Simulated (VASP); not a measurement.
# Re (P6_3/mmc) in VASP: settings compared

Re is run at these levels: PBEsol, LDA; tasks: single point.

Program: VASP 6.6.1. These are calculated values, not measurements. Logs are shortened: lines on timing, memory, paths and dates and some standing lists are left out, and cuts for length are marked.

### 1 The cell of the first run

Symmetry: P6_3/mmc, No. 194, hexagonal system. The conventional cell has a = 2.766 Å, b = 2.766 Å, c = 8.939 Å, α = 90.00°, β = 90.00°, γ = 120.00°. Within 3.6 Å of Re (site symmetry -6m2) lie 12 Re at 2.75 to 2.77 Å. Re (site symmetry -3m) has 12 Re at 2.75 to 2.77 Å within 3.6 Å.

### 2 Single point, PBEsol, non-collinear spin, zero start, spin-orbit coupling

File INCAR:

```
  PREC = Accurate
  ENCUT = 520
  EDIFF = 1E-6
  ISMEAR = -1
  SIGMA = 0.05
  LREAL = F
  LASPH = T
  NELM = 150
  ALGO = Normal
  ISIF = 2
  LWAVE = F
  LCHARG = F
  LNONCOLLINEAR = T
  MAGMOM = 0 0 0 0 0 0 0 0 0 0 0 0
  LORBIT = 11
  LSORBIT = T
  GGA_COMPAT = F
  LORBMOM = T
  LMAXMIX = 4
  GGA = PS
  NBANDS = 42
```

File KPOINTS:

```
Automatic mesh
0
Gamma
  11 11 3
```

File POSCAR:

```
Re
1.0
    2.7663873939      0.0000000000      0.0000000000
   -1.3831936969      2.3957617598      0.0000000000
    0.0000000000      0.0000000000      8.9388451600
Re
4
Direct
    0.6666666667      0.3333333333      0.7500000000
    0.0000000000      0.0000000000      0.5000000000
    0.3333333333      0.6666666667      0.2500000000
    0.0000000000      0.0000000000      0.0000000000
```

Potentials or basis: VASP PAW PBE potentials, release 64 (Re).

Launch:

```console
> cat potpaw_PBE.64/Re/POTCAR > POTCAR
> mpirun -np 1 vasp_ncl > vasp.out
```

OUTCAR:

```text
PREC = Accurate
   ENCUT = 520
   EDIFF = 1E-6
   ISMEAR = -1
   LREAL = F
   LASPH = T
   NELM = 150
   ISIF = 2
   LNONCOLLINEAR = T
   LORBIT = 11
   LSORBIT = T
   GGA = PS

 ion  position               nearest neighbor table
   1  0.667  0.333  0.750-   2 2.75   4 2.75   2 2.75   4 2.75   2 2.75   4 2.75
   2  0.000  0.000  0.500-   1 2.75   3 2.75   3 2.75   1 2.75   1 2.75   3 2.75
   3  0.333  0.667  0.250-   2 2.75   4 2.75   2 2.75   4 2.75   2 2.75   4 2.75
   4  0.000  0.000  0.000-   1 2.75   3 2.75   3 2.75   1 2.75   1 2.75   3 2.75

  LATTYP: Found a hexagonal cell.
 ALAT       =     2.7663873939
 C/A-ratio  =     3.2312340563

  Lattice vectors:

 A1 = (   2.7663873939,   0.0000000000,   0.0000000000)
 A2 = (  -1.3831936969,   2.3957617598,   0.0000000000)
 A3 = (   0.0000000000,   0.0000000000,   8.9388451600)

Analysis of symmetry for initial positions (statically):
=====================================================================
 Subroutine PRICEL returns:
 Original cell was already a primitive cell.

 Routine SETGRP: Setting up the symmetry group for a
 hexagonal supercell.

 Subroutine GETGRP returns: Found 24 space group operations
 (whereof 12 operations were pure point group operations)
 out of a pool of 24 trial point group operations.

The static configuration has the point symmetry D_3d.
 The point group associated with its full space group is D_6h.

Analysis of symmetry for dynamics (positions and initial velocities):
=====================================================================
 Subroutine PRICEL returns:
 Original cell was already a primitive cell.

 Routine SETGRP: Setting up the symmetry group for a
 hexagonal supercell.

 Subroutine GETGRP returns: Found 24 space group operations
 (whereof 12 operations were pure point group operations)
 out of a pool of 24 trial point group operations.

The dynamic configuration has the point symmetry D_3d.
 The point group associated with its full space group is D_6h.

Analysis of structural, dynamic, and magnetic symmetry:
=====================================================================
 Subroutine PRICEL returns:
 Original cell was already a primitive cell.

 Routine SETGRP: Setting up the symmetry group for a
 hexagonal supercell.

 Subroutine GETGRP returns: Found 24 space group operations
 (whereof 12 operations were pure point group operations)
 out of a pool of 24 trial point group operations.

The overall configuration has the point symmetry D_3d.
 The point group associated with its full space group is D_6h.

 Subroutine INISYM returns: Found 24 space group operations
 (whereof 12 operations are pure point group operations),
 and found     1 'primitive' translations

----------------------------------------------------------------------------------------

                                     Primitive cell

  volume of cell :      59.2431

  direct lattice vectors                    reciprocal lattice vectors
     2.766387394  0.000000000  0.000000000     0.361482272  0.208701887  0.000000000
    -1.383193697  2.395761760  0.000000000     0.000000000  0.417403774  0.000000000
     0.000000000  0.000000000  8.938845160     0.000000000  0.000000000  0.111871274

  length of vectors
     2.766387394  2.766387394  8.938845160     0.417403774  0.417403774  0.111871274

  position of ions in fractional coordinates (direct lattice)
     0.666666667  0.333333333  0.750000000
     0.000000000  0.000000000  0.500000000
     0.333333333  0.666666667  0.250000000
     0.000000000  0.000000000  0.000000000

  ion indices of the primitive-cell ions
   primitive index   ion index
                 1           1
                 2           2
                 3           3
                 4           4

[... 118 lines left out ...]
  ext. energy  EPLUGINS =         0.00000000
  ---------------------------------------------------
  free energy    TOTEN  =       -54.75654052 eV

  energy without entropy =      -54.72930697  energy(sigma->0) =      -54.74292374

 E-fermi :   7.7506     XC(G=0): -13.7822

 val. band max:        7.7487586877   @ k =   0.2727   0.0909   0.0000
 cond. band min:       7.7527097723   @ k =   0.1818   0.0000   0.0000
 fundamental gap:      0.0039510846
 Fermi energy:         7.7505624093

 k-point     1 :       0.0000    0.0000    0.0000
  band No.  band energies     occupation
      1      -2.2100      1.00000
      2      -2.2100      1.00000
      3       0.0898      1.00000
      4       0.0898      1.00000
      5       0.1552      1.00000
      6       0.1552      1.00000
[... 1021 lines left out ...]
     39       9.6982      0.00000
     40       9.6993      0.00000

 [... further k-points ...]

 [bands above 40 left out]

------------------------ aborting loop because EDIFF is reached ----------------------------------------

  FORCE on cell =-STRESS in cart. coord.  units (eV):
  Direction    XX          YY          ZZ          XY          YZ          ZX
  --------------------------------------------------------------------------------------
  -------------------------------------------------------------------------------------
  Total       -2.1740144     -2.1740144     -2.4144078     -0.0000000      0.0000000      0.0000000
  in kB      -58.7942650    -58.7942650    -65.2954866     -0.0000000      0.0000000      0.0000000
  external PRESSURE =     -60.9613389 kB  Pullay stress =       0.0000000 kB

 VOLUME and BASIS-vectors are now :
 -----------------------------------------------------------------------------
  energy-cutoff  :      520.00
  volume of cell :       59.24
      direct lattice vectors                 reciprocal lattice vectors
     2.766387394  0.000000000  0.000000000     0.361482272  0.208701887  0.000000000
    -1.383193697  2.395761760  0.000000000     0.000000000  0.417403774  0.000000000
     0.000000000  0.000000000  8.938845160     0.000000000  0.000000000  0.111871274

 POSITION                                       TOTAL-FORCE (eV/Angst)
 -----------------------------------------------------------------------------------
      1.38319      0.79859      6.70413        -0.000000      0.000000     -0.000000
      0.00000      0.00000      4.46942        -0.000000      0.000000      0.000000
     -0.00000      1.59717      2.23471         0.000000     -0.000000      0.000000
      0.00000      0.00000      0.00000        -0.000000      0.000000      0.000000
 -----------------------------------------------------------------------------------
    total drift:                               -0.000000      0.000000      0.000000

  FREE ENERGIE OF THE ION-ELECTRON SYSTEM (eV)
  ---------------------------------------------------
  free  energy   TOTEN  =       -54.7565405181 eV

  energy  without entropy=      -54.7293069662  energy(sigma->0) =      -54.74292374

 orbital moment (x)

 # of ion     p       d       tot
 ----------------------------------------
  1         0.000  -0.000  -0.000
  2         0.000  -0.000  -0.000
  3         0.000  -0.000  -0.000
  4        -0.000   0.000   0.000
 ----------------------------------------
            0.000  -0.000  -0.000

 orbital moment (y)

 # of ion     p       d       tot
 ----------------------------------------
  1         0.000  -0.000  -0.000
  2        -0.000   0.000   0.000
  3         0.000  -0.000  -0.000
  4        -0.000  -0.000  -0.000
 ----------------------------------------
            0.000  -0.000  -0.000

 orbital moment (z)

 # of ion     p       d       tot
 ----------------------------------------
  1         0.000   0.000   0.000
  2         0.000   0.000   0.000
  3         0.000   0.000   0.000
  4         0.000   0.000   0.000
 ----------------------------------------
            0.000   0.000   0.000

 Spin-Orbit-Coupling matrix elements

 Ion:    1  E_soc:     -0.6573846
 l=   1
     0.0000000    -0.0417430    -0.0409237
    -0.0417430     0.0000000    -0.0417430
    -0.0409237    -0.0417430     0.0000000
 l=   2
     0.0000000    -0.0132749     0.0000000    -0.0132749    -0.0554438
    -0.0132749     0.0000000    -0.0409305    -0.0138781    -0.0132749
     0.0000000    -0.0409305     0.0000000    -0.0409305     0.0000000
    -0.0132749    -0.0138781    -0.0409305     0.0000000    -0.0132749
    -0.0554438    -0.0132749     0.0000000    -0.0132749     0.0000000
 l=   3
     0.0000000     0.0000000     0.0000000     0.0000000     0.0000000     0.0000000     0.0000000
     0.0000000     0.0000000     0.0000000     0.0000000     0.0000000     0.0000000     0.0000000
     0.0000000     0.0000000     0.0000000     0.0000000     0.0000000     0.0000000     0.0000000
     0.0000000     0.0000000     0.0000000     0.0000000     0.0000000     0.0000000     0.0000000
[... 49 lines left out ...]
 l=   2
     0.0000000    -0.0137036     0.0000000    -0.0137036    -0.0539947
    -0.0137036     0.0000000    -0.0403383    -0.0133906    -0.0137036
     0.0000000    -0.0403383     0.0000000    -0.0403383     0.0000000
    -0.0137036    -0.0133906    -0.0403383     0.0000000    -0.0137036
    -0.0539947    -0.0137036     0.0000000    -0.0137036     0.0000000
 l=   3
     0.0000000     0.0000000     0.0000000     0.0000000     0.0000000     0.0000000     0.0000000
     0.0000000     0.0000000     0.0000000     0.0000000     0.0000000     0.0000000     0.0000000
     0.0000000     0.0000000     0.0000000     0.0000000     0.0000000     0.0000000     0.0000000
     0.0000000     0.0000000     0.0000000     0.0000000     0.0000000     0.0000000     0.0000000
     0.0000000     0.0000000     0.0000000     0.0000000     0.0000000     0.0000000     0.0000000
     0.0000000     0.0000000     0.0000000     0.0000000     0.0000000     0.0000000     0.0000000
     0.0000000     0.0000000     0.0000000     0.0000000     0.0000000     0.0000000     0.0000000

 total charge

# of ion       s       p       d       tot
------------------------------------------
    1        0.623   0.682   4.804   6.109
    2        0.621   0.683   4.831   6.136
    3        0.623   0.682   4.804   6.109
    4        0.621   0.683   4.831   6.136
--------------------------------------------------
tot          2.488   2.730  19.271  24.489

 magnetization (x)

# of ion       s       p       d       tot
------------------------------------------
    1        0.000  -0.000   0.000   0.000
    2        0.000  -0.000   0.000  -0.000
    3        0.000   0.000   0.000   0.000
    4       -0.000   0.000   0.000   0.000
--------------------------------------------------
tot          0.000  -0.000   0.000   0.000

 magnetization (y)

# of ion       s       p       d       tot
------------------------------------------
    1        0.000   0.000   0.000   0.000
    2       -0.000  -0.000   0.000  -0.000
    3        0.000   0.000   0.000   0.000
    4        0.000   0.000   0.000   0.000
--------------------------------------------------
tot         -0.000  -0.000   0.000   0.000

 magnetization (z)

# of ion       s       p       d       tot
------------------------------------------
    1        0.000   0.000   0.000   0.000
    2       -0.000   0.000   0.000   0.000
    3        0.000   0.000   0.000   0.000
    4       -0.000   0.000   0.000   0.000
--------------------------------------------------
tot         -0.000   0.000   0.000   0.000
```

Run time: 4.2 min. Hardware: 1 thread of Intel Xeon Platinum 8488C (Sapphire Rapids), shared host; peak memory 0.41 GiB.

Results:

```yaml
Free_energy: -54.7565 eV
Pressure: -6.1 GPa
Net_moment: 0.00 μB per cell
Valence_electrons_inside_the_program's_atomic_spheres: Re 6.11, 6.14 (each value once)
```

Moments on the atoms (μB; x, y, z):
```
Re  0.00 0.00 0.00
Re  0.00 0.00 0.00
Re  0.00 0.00 0.00
Re  0.00 0.00 0.00
```

Caveat: the cell stands under tension; the PAW data sets were made with another functional, which shifts forces and pressure a little.

### 3 Single point, LDA

This run uses another cell than the first one, of 14.33 Å³/atom.

File INCAR:

```
ALGO = Normal ; EDIFF = 1E-6
ENCUT = 560 ; GGA_COMPAT = F
ISIF = 2 ; ISMEAR = -1
LASPH = T ; LCHARG = F
LREAL = F ; LWAVE = F
NBANDS = 38 ; NELM = 120
PREC = Accurate ; SIGMA = 0.05
```

File KPOINTS:

```
k-points
0
Gamma
  8 8 3
```

File POSCAR:

```
Re
1.0
    2.7400637699      0.0000000000      0.0000000000
   -1.3700318849      2.3729648327      0.0000000000
    0.0000000000      0.0000000000      8.8185174578
Re
4
Direct
    0.6666666667      0.3333333333      0.7500000000
    0.0000000000      0.0000000000      0.5000000000
    0.3333333333      0.6666666667      0.2500000000
    0.0000000000      0.0000000000      0.0000000000
```

Potentials or basis: VASP PAW LDA potentials, release 64 (Re_sv_GW).

Launch:

```console
> cat potpaw_LDA.64/Re_sv_GW/POTCAR > POTCAR
> mpirun -np 1 vasp_std > vasp.out
```

Wall time 26 s (1 thread of Intel Xeon 6975P-C (Granite Rapids), shared host); peak memory 0.18 GiB.

The run converged. Its results:

* Free energy: -61.4955 eV
* Pressure: 0.0 GPa
* Band gap on the k mesh: zero (bands 30 and 31 overlap by 2.77 eV)

Stress tensor (GPa, compression positive):
```
 0.08  0.00  0.00
 0.00  0.08  0.00
 0.00  0.00 -0.17
```

Levels at points of the mesh, in eV from the Fermi level:
```
           k point  band 27  band 28  band 29  band 30  band 31  band 32  band 33  band 34
(0.00, 0.00, 0.00)    -1.73    -1.35    -1.35    -1.26    -1.26     0.55     0.55     0.71
(0.50, 0.00, 0.00)    -0.84     0.22     0.24     1.29     2.28     3.97     4.00     4.16
```

Caveat: spin-orbit coupling is left out, which moves the levels of the heavy elements.

The gap in the log of VASP goes by the Fermi energy; the results here count the filled bands.